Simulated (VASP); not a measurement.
Wanted: the native input for a VASP 6.6.1 run.

```yaml
Task: single point
Functional: PBE
Dispersion: D3(BJ)
Potentials_or_basis: VASP PAW PBE potentials, release 64 (C, O)
Cutoff: 520 eV
k_mesh: 6 × 6 × 1
Occupations: gaussian, width 0.05 eV
Spin: no spin polarisation
Dipole_correction: yes
Further_INCAR_settings: LREAL = Auto; ALGO = Normal; EDIFF = 1e-07; NBANDS = 52
```

The structure of C17O lies in POSCAR:

```
C17O
1.0
    4.9298867130      0.0000000000      0.0000000000
   -0.0081547558      4.4132984516      0.0000000000
    0.0000000000      0.0000000000     23.6650337471
C O
17 1
Direct
    0.3745684085      0.7405378974      0.1690257467
    0.8745684085      0.7405378974      0.1690257467
    0.1243974091      0.6365956441      0.1920114160
    0.6243974091      0.6365956441      0.1920114160
    0.1240513173      0.4291046681      0.2380452569
    0.6240513173      0.4291046681      0.2380452569
    0.3738803179      0.3251624149      0.2610309261
    0.8738803179      0.3251624149      0.2610309261
    0.3735338584      0.1126520408      0.3070664644
    0.8735338584      0.1126520408      0.3070664644
    0.1233638388      0.0072945126      0.3289983678
    0.6233638388      0.0072945126      0.3289983678
    0.1229920122      0.7810454900      0.3748118563
    0.6229920122      0.7810454900      0.3748118563
    0.3728273188      0.6826774530      0.3936201337
    0.8728273188      0.6826774530      0.3936201337
    0.7478273188      0.6826774530      0.5774356332
    0.7478273188      0.6826774530      0.5288407310
```

One way to write it, as run:

INCAR

```
SYSTEM = C17O
PREC = Accurate
ENCUT = 520
EDIFF = 1E-7
ISMEAR = 0
SIGMA = 0.05
LREAL = Auto
LASPH = .TRUE.
NELM = 80
ALGO = Normal
ISIF = 2
LWAVE = .FALSE.
LCHARG = .TRUE.
LDIPOL = .TRUE.
IDIPOL = 3
DIPOL = 0.5 0.5 0.313
GGA = PE
IVDW = 12
LELF = .TRUE.
LVHAR = .TRUE.
LVACPOTAV = .TRUE.
NBANDS = 52
```

KPOINTS

```
regular mesh
0
G
  6 6 1
  0 0 0
```

Potentials or basis: VASP PAW PBE potentials, release 64 (C, O).

Launch:

```bash
$ cat potpaw_PBE.64/C/POTCAR potpaw_PBE.64/O/POTCAR > POTCAR
$ mpirun -np 1 vasp_std > vasp.out
```

It gave:

* Largest force: 2.961 eV/Å
* Band gap on the k mesh: zero (bands 37 and 38 overlap by 0.04 eV)
* Dispersion energy per atom: -0.108 eV

It took 21 min on 1 thread of Intel(R) Xeon(R) Platinum 8488C (Sapphire Rapids), with other jobs on the host, peak memory 0.73 GiB.
